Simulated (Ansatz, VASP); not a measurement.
**Two plane-wave programs on BaTiO3**

INCAR

```
SYSTEM = BaTiO3
ALGO = Normal
EDIFF = 1E-6
ENCUT = 520
GGA = PE
ISIF = 2
ISMEAR = 0
LASPH = .TRUE.
LCHARG = .TRUE.
LDAU = .TRUE.
LDAUJ = 0 0 0
LDAUL = -1 2 -1
LDAUPRINT = 1
LDAUTYPE = 2
LDAUU = 0 4 0
LELF = .TRUE.
LMAXMIX = 4
LREAL = .FALSE.
LVHAR = .TRUE.
LWAVE = .FALSE.
NBANDS = 51
NELM = 150
PREC = Accurate
SIGMA = 0.05
```

The input KPOINTS:

```
k-points
0
G
  6 6 4
  0 0 0
```

Contents of POSCAR:

```
BaTiO3
1.0
    2.8603720851      1.6514365933      2.3460535783
   -2.8603720851      1.6514365933      2.3460535783
    0.0000000000     -6.6057463733      4.6921071566
Ba Ti O
2 2 6
Direct
    0.0025045427      0.0024637152      0.0015360993
    0.0025045427      0.0024637152      0.5015360993
    0.5140396700      0.5143301677      0.2550032998
    0.5140396700      0.5143301677      0.7550032998
    0.4823860519      0.4802593736      0.4739501030
    0.4823860519      0.4802593736      0.9739501030
    0.4805328597      1.0017080559      0.2550469074
    0.4805328597      1.0017080559      0.7550469074
    0.9980968293      0.4785296207      0.2551078506
    0.9980968293      0.4785296207      0.7551078506
```

Input for Ansatz:

```yaml
crystal:
  lattice:
    - [2.8603720851, 1.6514365933, 2.3460535783]
    - [-2.8603720851, 1.6514365933, 2.3460535783]
    - [0.0, -6.6057463733, 4.6921071566]
  atoms:
    - { symbol: Ba, position: [0.0025045427, 0.0024637152, 0.0015360993] }
    - { symbol: Ba, position: [0.0025045427, 0.0024637152, 0.5015360993] }
    - { symbol: Ti, position: [0.51403967, 0.5143301677, 0.2550032998] }
    - { symbol: Ti, position: [0.51403967, 0.5143301677, 0.7550032998] }
    - { symbol: O, position: [0.4823860519, 0.4802593736, 0.473950103] }
    - { symbol: O, position: [0.4823860519, 0.4802593736, 0.973950103] }
    - { symbol: O, position: [0.4805328597, 1.0017080559, 0.2550469074] }
    - { symbol: O, position: [0.4805328597, 1.0017080559, 0.7550469074] }
    - { symbol: O, position: [0.9980968293, 0.4785296207, 0.2551078506] }
    - { symbol: O, position: [0.9980968293, 0.4785296207, 0.7551078506] }
basis:
  ecutwfc: 420
kpoints:
  mp_grid: { grid: [6, 6, 4] }
hamiltonian:
  xc: pbe
  hubbard: { sites: [{ species: Ti, l: d, u_eff: 4.0 }] }
scf:
  occupations: { method: gaussian, width: 0.05 }
output:
  forces: true
  stress: true
  eigenvalues: true
```

Change from the starting cell: mode 26 (455.9 1/cm) frozen in, largest displacement -0.150 Å.

Alike in both runs: task single point; functional PBE; k mesh 6 × 6 × 4; occupations gaussian, width 0.05 eV; no spin polarisation; Hubbard terms Ti d U = 4.0 eV.

```csv
,VASP,Ansatz
version,VASP 6.6.1,Ansatz 0.2.0
potentials or method,"VASP PAW PBE potentials, release 64 (Ba_sv, Ti_sv, O), cutoff 520 eV","scalar-relativistic, plane waves, PAW"
valence electrons in the cell,80,80
```

Ansatz gave:

```
gap on the k mesh at the Fermi level (eV)                     : 2.62
least direct gap on the mesh (eV)                             : 2.89
pressure (GPa)                                                : 2.0
traceless stress, the component that is largest in VASP (GPa) : -2.93
rms of the force components (eV/Å)                            : 0.773
```

What did VASP give for the same quantities?

gap on the k mesh at the Fermi level (eV): 2.57; least direct gap on the mesh (eV): 2.96; pressure (GPa): 5.6; traceless stress, the component that is largest in VASP (GPa): -3.52; rms of the force components (eV/Å): 0.938.

The programs project onto different local orbitals, so the same U acts differently, and such runs can settle in different states. Atom by atom the forces differ by 0.295 eV/Å (rms over components).

Neither program's run includes spin-orbit coupling.
